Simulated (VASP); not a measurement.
# LiBe3 (P6_3/mmc) in VASP: notebook, part 2 of 2

VASP 6.6.1. Earlier steps stand in the parts before.

### Step 5. Single point, PBE

This run uses another cell than the first one, of 9.27 Å³/atom, 1.004 times its volume.

INCAR reads:

```
PREC = Accurate
ENCUT = 520
EDIFF = 1E-7
ISMEAR = 0
SIGMA = 0.1
LREAL = F
LASPH = T
NELM = 60
ALGO = Fast
ISIF = 2
LWAVE = F
LCHARG = F
GGA = PE
NBANDS = 19
```

KPOINTS reads:

```
regular mesh
0
Gamma
  12 12 10
```

POSCAR reads:

```
LiBe3
1.0
    4.7938921703      0.0000000000      0.0000000000
   -2.3969460851      4.1516324025      0.0000000000
    0.0000000000      0.0000000000      3.7260122311
Li Be
2 6
Direct
    0.3333333333      0.6666666667      0.2500000000
    0.6666666667      0.3333333333      0.7500000000
    0.8421432063      0.6842864126      0.2500000000
    0.1578567937      0.8421432063      0.7500000000
    0.3157135874      0.1578567937      0.2500000000
    0.1578567937      0.3157135874      0.7500000000
    0.8421432063      0.1578567937      0.2500000000
    0.6842864126      0.8421432063      0.7500000000
```

Potentials or basis: VASP PAW PBE potentials, release 64 (Li_sv, Be).

Run with:

```
$ cat potpaw_PBE.64/Li_sv/POTCAR potpaw_PBE.64/Be/POTCAR > POTCAR
$ mpirun -np 1 vasp_std > vasp.out
```

OUTCAR:

```text
PREC = Accurate
   ENCUT = 520
   EDIFF = 1E-7
   ISMEAR = 0
   LREAL = F
   LASPH = T
   NELM = 60
   ISIF = 2
   GGA = PE

 ion  position               nearest neighbor table
   1  0.333  0.667  0.250-   4 2.37   4 2.37   6 2.37   6 2.37   8 2.37   8 2.37   5 2.40   3 2.40
                             7 2.40   7 2.40   5 2.40   3 2.40
   2  0.667  0.333  0.750-   7 2.37   7 2.37   3 2.37   3 2.37   5 2.37   5 2.37   8 2.40   6 2.40
                             4 2.40   4 2.40   8 2.40   6 2.40
   3  0.842  0.684  0.250-   7 2.27   5 2.27   8 2.28   8 2.28   4 2.28   4 2.28   2 2.37   2 2.37
                             1 2.40   1 2.40
   4  0.158  0.842  0.750-   6 2.27   8 2.27   5 2.28   5 2.28   3 2.28   3 2.28   1 2.37   1 2.37
                             2 2.40   2 2.40
   5  0.316  0.158  0.250-   7 2.27   3 2.27   6 2.28   6 2.28   4 2.28   4 2.28   2 2.37   2 2.37
                             1 2.40   1 2.40
   6  0.158  0.316  0.750-   4 2.27   8 2.27   5 2.28   5 2.28   7 2.28   7 2.28   1 2.37   1 2.37
                             2 2.40   2 2.40
   7  0.842  0.158  0.250-   3 2.27   5 2.27   8 2.28   8 2.28   6 2.28   6 2.28   2 2.37   2 2.37
                             1 2.40   1 2.40
   8  0.684  0.842  0.750-   4 2.27   6 2.27   3 2.28   3 2.28   7 2.28   7 2.28   1 2.37   1 2.37
                             2 2.40   2 2.40

  LATTYP: Found a hexagonal cell.
 ALAT       =     4.7938921703
 C/A-ratio  =     0.7772415605

  Lattice vectors:

 A1 = (   4.7938921703,   0.0000000000,   0.0000000000)
 A2 = (  -2.3969460851,   4.1516324025,   0.0000000000)
 A3 = (   0.0000000000,   0.0000000000,   3.7260122311)

Analysis of symmetry for initial positions (statically):
=====================================================================
 Subroutine PRICEL returns:
 Original cell was already a primitive cell.

 Routine SETGRP: Setting up the symmetry group for a
 hexagonal supercell.

 Subroutine GETGRP returns: Found 24 space group operations
 (whereof 12 operations were pure point group operations)
 out of a pool of 24 trial point group operations.

The static configuration has the point symmetry D_3d.
 The point group associated with its full space group is D_6h.

Analysis of symmetry for dynamics (positions and initial velocities):
=====================================================================
 Subroutine PRICEL returns:
 Original cell was already a primitive cell.

 Routine SETGRP: Setting up the symmetry group for a
 hexagonal supercell.

 Subroutine GETGRP returns: Found 24 space group operations
 (whereof 12 operations were pure point group operations)
 out of a pool of 24 trial point group operations.

The dynamic configuration has the point symmetry D_3d.
 The point group associated with its full space group is D_6h.

 Subroutine INISYM returns: Found 24 space group operations
 (whereof 12 operations are pure point group operations),
 and found     1 'primitive' translations

----------------------------------------------------------------------------------------

                                     Primitive cell

  volume of cell :      74.1569

  direct lattice vectors                    reciprocal lattice vectors
     4.793892170  0.000000000  0.000000000     0.208598768  0.120434555  0.000000000
    -2.396946085  4.151632402  0.000000000     0.000000000  0.240869110  0.000000000
     0.000000000  0.000000000  3.726012231     0.000000000  0.000000000  0.268383445

  length of vectors
[... 56 lines left out ...]
  0.416667 -0.000000  0.000000      6.000000
[... 16 lines left out ...]
  0.250000 -0.000000  0.100000     12.000000
  0.333333 -0.000000  0.100000     12.000000
 [... further k-points ...]
   k-points           NKPTS =    114   k-points in BZ     NKDIM =    114   number of bands    NBANDS=     19
   number of dos      NEDOS =    301   number of ions     NIONS =      8
   total plane-waves  NPLWV =  36288
   dimension x,y,z NGX =    36 NGY =   36 NGZ =   28
   dimension x,y,z NGXF=    72 NGYF=   72 NGZF=   56
   ions per type =               2   6
   NGX,Y,Z   is equivalent  to a cutoff of  12.48, 12.48, 12.49 a.u.
   NGXF,Y,Z  is equivalent  to a cutoff of  24.97, 24.97, 24.99 a.u.
 SYSTEM =  unknown system
   PREC   = accura    normal or accurate (medium, high low for compatibility)
   ISTART =      0    job   : 0-new  1-cont  2-samecut
   ICHARG =      2    charge: 1-file 2-atom 10-const
   ISPIN  =      1    spin polarized calculation?
   LNONCOLLINEAR =      F non collinear calculations
   LSORBIT =      F    spin-orbit coupling
   LASPH  =      T    aspherical Exc in radial PAW
   ENCUT  =  520.0 eV  38.22 Ry    6.18 a.u.   8.91  8.91  6.93*2*pi/ulx,y,z
   NELM   =     60;   NELMIN=  2; NELMDL= -5     # of ELM steps
   EDIFF  = 0.1E-06   stopping-criterion for ELM
   LREAL  =      F    real-space projection
   EDIFFG = 0.1E-05   stopping-criterion for IOM
   NSW    =      0    number of steps for IOM
   IBRION =     -1    ionic relax: 0-MD 1-quasi-New 2-CG
   NFREE  =      0    steps in history (QN), initial steepest desc. (CG)
   ISIF   =      2    stress and relaxation
   ISYM   =      2    0-nonsym 1-usesym 2-fastsym
   POTIM  = 0.5000    time-step for ionic-motion
   TEBEG  =    0.0;   TEEND  =   0.0 temperature during run
   PSTRESS=    0.0 pullay stress
   NELECT =      18.0000    total number of electrons
   NUPDOWN=      -1.0000    fix difference up-down
   EMIN   =  10.00;   EMAX   =-10.00  energy-range for DOS
   EFERMI =   0.00;   METHOD = LEGACY
   ISMEAR =     0;   SIGMA  =   0.10  broadening in eV -4-tet -1-fermi 0-gaus
   EFERMI_NEDOS =   21; number of points for ismear=-14 and -15
   IALGO  =     68    algorithm
   IMIX   =      4    mixing-type and parameters
     AMIX     =   0.40;   BMIX     =  1.00
     AMIX_MAG =   1.60;   BMIX_MAG =  1.00
  volume/ion in A,a.u.               =       9.27        62.55
  Fermi-wavevector in a.u.,A,eV,Ry     =   1.021210  1.929808 14.189114  1.042870
  Thomas-Fermi vector in A             =   2.154822
   LORBIT       =      0    0 simple, 1 ext, 2 COOP (PROOUT), +10 PAW based schemes
   GGA     = PE    functional components
   LHFCALC =     F    Hartree Fock is set to
   AEXX    =    0.0000 exact exchange contribution
   IVDW    =     0    specifies the selected vdW correction
   LEPSILON=     F    determine dielectric tensor
   LRPA    =     F    only Hartree local field effects (RPA)
 non-spin polarized calculation
 RMM-DIIS sequential band-by-band and
 Gauss-broadening in eV      SIGMA  =   0.10
  energy-cutoff  :      520.00
  volume of cell :       74.16
 maximum number of plane-waves:      2028
 NGX is ok and might be reduce to    36
   NGX = 17   NGY = 17   NGZ = 13

 number of electron      18.0000014 magnetization

 Free energy of the ion-electron system (eV)
  ---------------------------------------------------
  ext. energy  EPLUGINS =         0.00000000
  ---------------------------------------------------
  free energy    TOTEN  =       -24.87332254 eV

  energy without entropy =      -24.86352065  energy(sigma->0) =      -24.86842160

 E-fermi :   4.4097     XC(G=0):  -9.8947

 val. band max:        4.4072336880   @ k =   0.0833  -0.0000   0.0000
 cond. band min:       4.4121925132   @ k =   0.2500   0.1667   0.2000
 fundamental gap:      0.0049588252
 Fermi energy:         4.4097196643

 k-point     1 :       0.0000    0.0000    0.0000
  band No.  band energies     occupation
      1     -40.0588      2.00000
      2     -40.0490      2.00000
      3      -4.1889      2.00000
      4       1.2177      2.00000
      5       1.9180      2.00000
      6       1.9180      2.00000
[... 505 lines left out ...]
      6       1.2387      2.00000
[... 11 lines left out ...]
     18      12.3953      0.00000
     19      13.8067      0.00000

 [... further k-points ...]
[... 5 lines left out ...]
  --------------------------------------------------------------------------------------
  -------------------------------------------------------------------------------------
  Total        0.0385911      0.0385911      0.0342020      0.0000000      0.0000000      0.0000000
  in kB        0.8337704      0.8337704      0.7389433      0.0000000      0.0000000      0.0000000
  external PRESSURE =       0.8021614 kB  Pullay stress =       0.0000000 kB

 VOLUME and BASIS-vectors are now :
 -----------------------------------------------------------------------------
  energy-cutoff  :      520.00
  volume of cell :       74.16
      direct lattice vectors                 reciprocal lattice vectors
     4.793892170  0.000000000  0.000000000     0.208598768  0.120434555  0.000000000
    -2.396946085  4.151632402  0.000000000     0.000000000  0.240869110  0.000000000
     0.000000000  0.000000000  3.726012231     0.000000000  0.000000000  0.268383445

 POSITION                                       TOTAL-FORCE (eV/Angst)
 -----------------------------------------------------------------------------------
     -0.00000      2.76775      0.93150         0.000000     -0.000000      0.000000
      2.39695      1.38388      2.79451        -0.000000     -0.000000      0.000000
      2.39695      2.84091      0.93150        -0.000000     -0.001488     -0.000000
     -1.26182      3.49627      2.79451         0.001289     -0.000744      0.000000
      1.13512      0.65536      0.93150         0.001289      0.000744     -0.000000
      0.00000      1.31073      2.79451         0.000000      0.001488      0.000000
      3.65877      0.65536      0.93150        -0.001289      0.000744     -0.000000
      1.26182      3.49627      2.79451        -0.001289     -0.000744      0.000000
 -----------------------------------------------------------------------------------
    total drift:                               -0.000000      0.000000     -0.000000

  FREE ENERGIE OF THE ION-ELECTRON SYSTEM (eV)
  ---------------------------------------------------
  free  energy   TOTEN  =       -24.8733225425 eV

  energy  without entropy=      -24.8635206477  energy(sigma->0) =      -24.86842160
```

It took 4.1 min on 1 thread of Intel Xeon Platinum 8259CL at 2.50GHz (Skylake/Cascade Lake), shared host; peak memory 0.26 GiB.

Results:

| Property | Result |
| --- | --- |
| Free energy | -24.8733 eV |
| Band gap on the k mesh | zero (band 9 reaches 6.53 eV, above the bottom of band 10 at 2.89 eV) |

Levels at points of the mesh, in eV from the Fermi level:
```tsv
k point	band 7	band 8	band 9	band 10	band 11	band 12
(0.00, 0.00, 0.00)	-2.35	-1.85	-1.85	-0.21	2.66	4.01
(0.50, 0.00, 0.00)	-0.94	0.45	2.12	2.43	2.64	2.87
(0.00, 0.00, 0.50)	-1.51	-1.51	-1.51	-1.51	2.24	2.24
(0.50, 0.00, 0.50)	-1.93	-1.93	-1.51	-1.51	4.42	4.42
```

Caveat: the cutoff is under 1.25 times the usual one of these potentials, so pressure, stress and relaxed cells hold a basis-set (Pulay) error.

### Step 6. Overview

| task | cell | k mesh | cutoff (eV) | gap on the mesh (eV) | largest force (eV/Å) |
| --- | --- | --- | --- | --- | --- |
| single point | a = 4.772, b = 4.772, c = 3.743 Å, angles 90.0, 90.0, 120.0°, 8 atoms | 6 × 6 × 4 | 520 | none | 0.03 |
| single point | a = 4.669, b = 4.669, c = 3.747 Å, angles 90.0, 90.0, 120.0°, 8 atoms | 6 × 6 × 6 | 520 | none | 0.50 |
| relaxation of cell and atoms | relaxed from a = 4.669, b = 4.669, c = 3.747 Å, angles 90.0, 90.0, 120.0°, 8 atoms | 6 × 6 × 4 | 600 | none | 0.02 |
| single point | a = 4.794, b = 4.794, c = 3.726 Å, angles 90.0, 90.0, 120.0°, 8 atoms | 12 × 12 × 10 | 520 | none | - |

Alike in all rows: level PBE; potentials or basis VASP PAW PBE potentials, release 64 (Li_sv, Be); no spin polarisation; smearing gaussian 0.1 eV.

Caveats: some runs use coarse meshes; the cutoff is under 1.25 times the usual one of these potentials, so pressure, stress and relaxed cells hold a basis-set (Pulay) error.

Absolute energies hang on the potentials; compare differences alone.
